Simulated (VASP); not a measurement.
# Ta6HN6F in VASP: further runs, part 2 of 2

VASP 6.6.1.

## (4) Single point, PBE+D3(BJ)

The input, INCAR:

```
SYSTEM = Ta6HN6F
PREC = Accurate ; ENCUT = 520
EDIFF = 1E-6 ; ISMEAR = 0
SIGMA = 0.05 ; LREAL = .FALSE.
LASPH = .TRUE. ; NELM = 80
ALGO = Normal ; ISIF = 2
LWAVE = .FALSE. ; LCHARG = .FALSE.
GGA = PE ; IVDW = 12
NBANDS = 65
```

The input, KPOINTS:

```
Automatic mesh
0
G
  2 2 1
  0 0 0
```

The input, POSCAR:

```
Ta6HN6F
1.0
    5.2084950000      0.0000000000      0.0000000000
   -2.6042480000      4.5106890000      0.0000000000
    0.0000000000      0.0000000000     16.3721220000
Ta N F H
6 6 1 1
Direct
    0.0000000000      0.0000000000      0.0610794374
    0.3282752284      0.6650775525      0.1357386049
    0.6591721389      0.3302841318      0.1359263020
   -0.0191659043     -0.0063943668      0.2360504032
    0.3022355073      0.6552460167      0.3166510731
    0.6305542999      0.3082010309      0.3183233059
    0.3923922361      0.0000000000      0.0610794374
    0.6076078602      0.6076078400      0.0610794374
    0.0000000956      0.3923921600      0.0610794374
    0.3660763211     -0.0124140680      0.2300388429
    0.5937716714      0.6058373787      0.2353911729
   -0.0197818594      0.3875119743      0.2328991929
   -0.0885368988      0.4492675066      0.4140625754
    0.3792852607      0.9772311946      0.3875330883
```

On the command line:

```console
cat potpaw_PBE.64/Ta_pv/POTCAR potpaw_PBE.64/N/POTCAR potpaw_PBE.64/F/POTCAR potpaw_PBE.64/H/POTCAR > POTCAR
mpirun -np 1 vasp_std > vasp.out
```

Run time: 5.4 min. Hardware: 1 thread of Oxide Virtual Turin-like, shared host; peak memory 0.51 GiB.

The run converged. Its results:

- Free energy: -140.0002 eV
- Largest force: 2.458 eV/Å
- Band gap on the k mesh: 0.10 eV (least direct gap 0.26 eV)
- Dispersion energy per atom: -0.240 eV

Forces in eV/Å, atoms in the order of the input:
```
Ta  -0.248  0.047  0.633
Ta   0.005 -0.002  0.078
Ta  -0.005  0.001  0.075
Ta  -0.031 -0.002 -0.006
Ta  -0.044  0.011  0.103
Ta  -0.067 -0.028 -0.095
N   -2.398 -0.170 -0.512
N    1.118  1.977 -0.136
N    0.862 -2.055 -0.027
N   -0.011  0.005  0.000
N   -0.036 -0.033  0.014
N   -0.020 -0.001 -0.001
F    0.722  0.153 -0.217
H    0.152  0.095  0.092
```

Levels at points of the mesh, in eV from the valence-band top:
```
           k point  band 48  band 49  band 50  band 51  band 52  band 53  band 54  band 55  band 56  band 57
(0.00, 0.00, 0.00)    -1.74    -0.92    -0.74    -0.18     0.00     0.26     0.45     1.56     1.95     1.98
(0.50, 0.00, 0.00)    -1.49    -1.25    -0.97    -0.54    -0.22     0.41     0.87     1.39     1.64     1.93
(0.00, 0.50, 0.00)    -1.40    -1.32    -1.07    -0.55    -0.23     0.35     0.74     1.66     1.80     1.97
(0.50, 0.50, 0.00)    -1.46    -1.29    -1.12    -0.47    -0.23     0.10     0.42     1.55     1.85     2.04
```

Caveat: the k points lie up to 0.70 Å⁻¹ apart; there is no dipole correction, which matters where the two faces differ; spin-orbit coupling is left out, which moves the levels of the heavy elements.

## (5) Single point, PBE+D3(BJ)

The input, INCAR:

```
ALGO = Normal ; EDIFF = 1E-6
ENCUT = 520 ; GGA = PE
ISIF = 2 ; ISMEAR = 0
IVDW = 12 ; LASPH = T
LCHARG = F ; LREAL = F
LWAVE = F ; NBANDS = 65
NELM = 60 ; PREC = Accurate
SIGMA = 0.05
```

The input, KPOINTS:

```
k-points
0
Gamma
  2 2 1
```

The input, POSCAR:

```
Ta6HN6F
1.0
    5.2084950000      0.0000000000      0.0000000000
   -2.6042480000      4.5106890000      0.0000000000
    0.0000000000      0.0000000000     16.3721220000
Ta N F H
6 6 1 1
Direct
    0.0000000000      0.0000000000      0.0610794374
    0.3342163722      0.6683074360      0.1357900338
    0.6674847361      0.3328611217      0.1362985812
   -0.0025599442     -0.0024719062      0.2366122119
    0.3318713301      0.6665587009      0.3176924775
    0.6533706356      0.3269591408      0.3172896586
    0.3923922361      0.0000000000      0.0610794374
    0.6076078602      0.6076078400      0.0610794374
    0.0000000956      0.3923921600      0.0610794374
    0.3869301342     -0.0033442784      0.2307899367
    0.6107818086      0.6096800289      0.2304983435
   -0.0046786101      0.3853801492      0.2337265139
   -0.0021492519      0.4529651678      0.4049349864
    0.4564327730      0.9977094408      0.3915087488
```

On the command line:

```console
cat potpaw_PBE.64/Ta_pv/POTCAR potpaw_PBE.64/N/POTCAR potpaw_PBE.64/F/POTCAR potpaw_PBE.64/H/POTCAR > POTCAR
mpirun -np 1 vasp_std > vasp.out
```

It took 6.4 min on 1 thread of Oxide Virtual Turin-like, shared host; peak memory 0.5 GiB.

Results (log left out):

- Free energy: -140.2669 eV
- Largest force: 2.412 eV/Å
- Band gap on the k mesh: zero (bands 52 and 53 overlap by 0.16 eV)
- Dispersion energy per atom: -0.241 eV

Forces in eV/Å, atoms in the order of the input:
```
Ta  -0.067 -0.031  0.201
Ta  -0.002 -0.007  0.065
Ta  -0.003  0.003  0.059
Ta   0.000  0.005  0.000
Ta   0.048  0.032  0.002
Ta  -0.046 -0.015  0.009
N   -2.401 -0.009 -0.212
N    1.252  2.054 -0.169
N    1.222 -2.017 -0.047
N    0.013 -0.002  0.002
N   -0.008 -0.012  0.002
N   -0.008  0.012 -0.004
F    0.001 -0.016  0.082
H   -0.001  0.002  0.009
```

Levels at points of the mesh, in eV from the Fermi level:
| k point | band 50 | band 51 | band 52 | band 53 | band 54 | band 55 |
| --- | --- | --- | --- | --- | --- | --- |
| (0.00, 0.00, 0.00) | -0.73 | -0.11 | 0.08 | 0.21 | 0.44 | 1.72 |
| (0.50, 0.00, 0.00) | -1.03 | -0.53 | -0.31 | 0.37 | 0.83 | 1.54 |
| (0.00, 0.50, 0.00) | -1.10 | -0.42 | -0.25 | 0.31 | 0.81 | 1.64 |
| (0.50, 0.50, 0.00) | -1.07 | -0.30 | -0.24 | -0.08 | 0.46 | 1.58 |

Caveat: the k points lie up to 0.70 Å⁻¹ apart; there is no dipole correction, which matters where the two faces differ; spin-orbit coupling is left out, which moves the levels of the heavy elements.

## (6) Single point, PBE+D3(BJ)

The input, INCAR:

```
  PREC = Accurate
  ENCUT = 520
  EDIFF = 1E-6
  ISMEAR = 0
  SIGMA = 0.05
  LREAL = False
  LASPH = True
  NELM = 80
  ALGO = Normal
  ISIF = 2
  LWAVE = False
  LCHARG = False
  GGA = PE
  IVDW = 12
  NBANDS = 65
```

The input, KPOINTS:

```
regular mesh
0
Gamma
  2 2 1
```

The input, POSCAR:

```
Ta6HN6F
1.0
    5.2084950000      0.0000000000      0.0000000000
   -2.6042480000      4.5106890000      0.0000000000
    0.0000000000      0.0000000000     16.3721220000
Ta N F H
6 6 1 1
Direct
    0.0000000000      0.0000000000      0.0610794374
    0.3322302135      0.6662254924      0.1340668607
    0.6664002650      0.3338385777      0.1351987238
   -0.0012115357     -0.0006628699      0.2371590561
    0.3216853768      0.6608981466      0.3137859588
    0.6403632595      0.3214078825      0.3272781622
    0.3923922361      0.0000000000      0.0610794374
    0.6076078602      0.6076078400      0.0610794374
   -0.0000000964      0.3923921600      0.0610794374
    0.3854218488     -0.0075012930      0.2293460799
    0.6072664016      0.6092315387      0.2313896146
   -0.0053521569      0.3912408947      0.2327691548
   -0.3363628163      0.3369540662      0.4426542876
    0.1384590788      0.8783930792      0.3601472063
```

Potentials or basis: VASP PAW PBE potentials, release 64 (Ta_pv, N, F, H).

On the command line:

```console
cat potpaw_PBE.64/Ta_pv/POTCAR potpaw_PBE.64/N/POTCAR potpaw_PBE.64/F/POTCAR potpaw_PBE.64/H/POTCAR > POTCAR
mpirun -np 1 vasp_std > vasp.out
```

It took 6.2 min on 1 thread of Oxide Virtual Turin-like, shared host; peak memory 0.5 GiB.

It converged, with:

```yaml
Free_energy: -139.1557 eV
Largest_force: 2.342 eV/Å
Band_gap_on_the_k_mesh: 0.20 eV
Dispersion_energy_per_atom: -0.239 eV
```

Forces on the atoms (eV/Å):
```
Ta   0.004  0.033  0.601
Ta  -0.007 -0.022  0.099
Ta  -0.005  0.000  0.060
Ta  -0.006  0.004  0.010
Ta  -0.030  0.026  0.105
Ta  -0.008 -0.005 -0.171
N   -2.272  0.063 -0.314
N    1.256  1.957 -0.276
N    1.031 -2.061 -0.268
N    0.015  0.002 -0.018
N    0.014 -0.014 -0.010
N   -0.002  0.007 -0.025
F    0.002  0.012  0.208
H    0.007 -0.002 -0.003
```

Levels at points of the mesh, in eV from the valence-band top:
```csv
k point,band 48,band 49,band 50,band 51,band 52,band 53,band 54,band 55,band 56,band 57
"(0.00, 0.00, 0.00)",-1.78,-1.13,-0.65,-0.29,-0.25,0.32,0.43,0.84,1.79,1.83
"(0.50, 0.00, 0.00)",-1.54,-1.43,-1.26,-0.88,-0.32,0.25,0.58,0.93,1.55,1.82
"(0.00, 0.50, 0.00)",-1.52,-1.34,-1.14,-0.87,-0.60,0.24,0.33,0.99,1.57,1.86
"(0.50, 0.50, 0.00)",-1.66,-1.40,-1.25,-0.64,0.00,0.20,0.68,0.96,1.53,1.77
```

Caveat: the k points lie up to 0.70 Å⁻¹ apart; there is no dipole correction, which matters where the two faces differ; spin-orbit coupling is left out, which moves the levels of the heavy elements.

## (7) Single point, PBE+D3(BJ)

The input, INCAR:

```
SYSTEM = Ta6HN6F
PREC     = Accurate       ! precision mode
ENCUT    = 520            ! plane-wave cutoff, eV
EDIFF    = 1E-6           ! SCF threshold, eV
ISMEAR   = 0              ! smearing method
SIGMA    = 0.05           ! smearing width, eV
LREAL    = .False.        ! projectors in reciprocal space
LASPH    = .True.         ! aspherical terms in the spheres
NELM     = 80             ! most SCF steps
ALGO     = Normal         ! electronic algorithm
ISIF     = 2              ! what is computed and relaxed
LWAVE    = .False.        ! write WAVECAR
LCHARG   = .False.        ! write CHGCAR
GGA      = PE             ! functional
IVDW     = 12             ! dispersion correction
NBANDS   = 65             ! bands
```

The input, KPOINTS:

```
Automatic mesh
0
Gamma
  2 2 1
  0 0 0
```

The input, POSCAR:

```
Ta6HN6F
1.0
    5.2084950000      0.0000000000      0.0000000000
   -2.6042480000      4.5106890000      0.0000000000
    0.0000000000      0.0000000000     16.3721220000
Ta N F H
6 6 1 1
Direct
    0.0000000000      0.0000000000      0.0610794374
    0.3342163722      0.6683074360      0.1357900338
    0.6674847361      0.3328611217      0.1362985812
   -0.0025599442     -0.0024719062      0.2366122119
    0.3318713301      0.6665587009      0.3176924775
    0.6533706356      0.3269591408      0.3172896586
    0.3923922361      0.0000000000      0.0610794374
    0.6076078602      0.6076078400      0.0610794374
    0.0000000956      0.3923921600      0.0610794374
    0.3869301342     -0.0033442784      0.2307899367
    0.6107818086      0.6096800289      0.2304983435
   -0.0046786101      0.3853801492      0.2337265139
   -0.0021492519      0.4529651678      0.4049349864
    0.4564327730      0.9977094408      0.3915087488
```

On the command line:

```console
cat potpaw_PBE.64/Ta_pv/POTCAR potpaw_PBE.64/N/POTCAR potpaw_PBE.64/F/POTCAR potpaw_PBE.64/H/POTCAR > POTCAR
mpirun -np 1 vasp_std > vasp.out
```

Run time: 6.2 min. Hardware: 1 thread of Oxide Virtual Turin-like, shared host; peak memory 0.5 GiB.

The run converged. Its results:

| Property | Result |
| --- | --- |
| Free energy | -140.2669 eV |
| Largest force | 2.412 eV/Å |
| Band gap on the k mesh | zero (bands 52 and 53 overlap by 0.16 eV) |
| Dispersion energy per atom | -0.241 eV |

Forces in eV/Å, atoms in the order of the input:
```
Ta  -0.067 -0.031  0.201
Ta  -0.002 -0.007  0.065
Ta  -0.003  0.003  0.059
Ta   0.000  0.005  0.000
Ta   0.048  0.032  0.002
Ta  -0.046 -0.015  0.009
N   -2.401 -0.009 -0.212
N    1.252  2.054 -0.169
N    1.222 -2.017 -0.047
N    0.013 -0.002  0.002
N   -0.008 -0.012  0.002
N   -0.008  0.012 -0.004
F    0.001 -0.016  0.082
H   -0.001  0.002  0.009
```

Levels at points of the mesh, in eV from the Fermi level:
```
           k point  band 49  band 50  band 51  band 52  band 53  band 54  band 55  band 56
(0.00, 0.00, 0.00)    -0.94    -0.73    -0.11     0.08     0.21     0.44     1.72     1.92
(0.50, 0.00, 0.00)    -1.29    -1.03    -0.53    -0.31     0.37     0.83     1.54     1.86
(0.00, 0.50, 0.00)    -1.28    -1.10    -0.42    -0.25     0.31     0.81     1.64     1.69
(0.50, 0.50, 0.00)    -1.28    -1.07    -0.30    -0.24    -0.08     0.46     1.58     1.86
```

Caveat: the k points lie up to 0.70 Å⁻¹ apart; there is no dipole correction, which matters where the two faces differ; spin-orbit coupling is left out, which moves the levels of the heavy elements.

## (8) Overview

| cell | gap on the mesh (eV) | largest force (eV/Å) |
| --- | --- | --- |
| as given, atomic positions A | 0.21 | 2.34 |
| as given, atomic positions B | 0.31 | 2.39 |
| as given, atomic positions C | 0.10 | 2.46 |
| as given, atomic positions D | none | 2.41 |
| as given, atomic positions E | 0.20 | 2.34 |

Alike in all rows: task single point; level PBE+D3(BJ); potentials or basis VASP PAW PBE potentials, release 64 (Ta_pv, N, F, H); no spin polarisation; k mesh 2 × 2 × 1; cutoff (eV) 520; smearing gaussian 0.05 eV.

Caveats: all runs use coarse meshes; there is no dipole correction, which matters where the two faces differ; spin-orbit coupling is left out, which moves the levels of the heavy elements.

Absolute energies hang on the potentials; compare differences alone.
